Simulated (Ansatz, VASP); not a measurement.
Two plane-wave programs on B

```
B
1.0
     2.39131    0.00000    0.00000
    -1.19565    2.07093    0.00000
     0.00000    0.00000    9.17579
B
7
Direct
  0.00000 0.00000 0.00000
  0.33333 0.66667 0.14648
  0.00000 0.00000 0.28709
  0.66667 0.33333 0.43189
  0.33333 0.66667 0.56811
  0.00000 0.00000 0.71291
  0.66667 0.33333 0.85352
```

Alike in both runs: functional PBE; k mesh 12 × 12 × 2; occupations gaussian, width 0.1 eV; no spin polarisation.

Ansatz relaxed the structure, and its values are those at the end. VASP's run is a single point on that final structure, the one shown.

|  | VASP | Ansatz |
| --- | --- | --- |
| version | VASP 6.6.1 | Ansatz 0.2.0 |
| potentials or method | VASP PAW PBE potentials, release 64 (B), cutoff 520 eV | scalar-relativistic, plane waves, PAW |
| valence electrons in the cell | 21 | 21 |

|  | VASP | Ansatz | Ansatz less VASP |
| --- | --- | --- | --- |
| gap on the k mesh at the Fermi level (eV) | none | none | - |
| pressure (GPa) | 0.1 | 0.1 | +0.05 |
| rms of the force components (eV/Å) | 0.012 | 0.012 | -0.0002 |

A gap of «none» marks a metal or a gap that the smearing closes. The functional is the same, so the differences come from potentials, cutoffs and numerics.
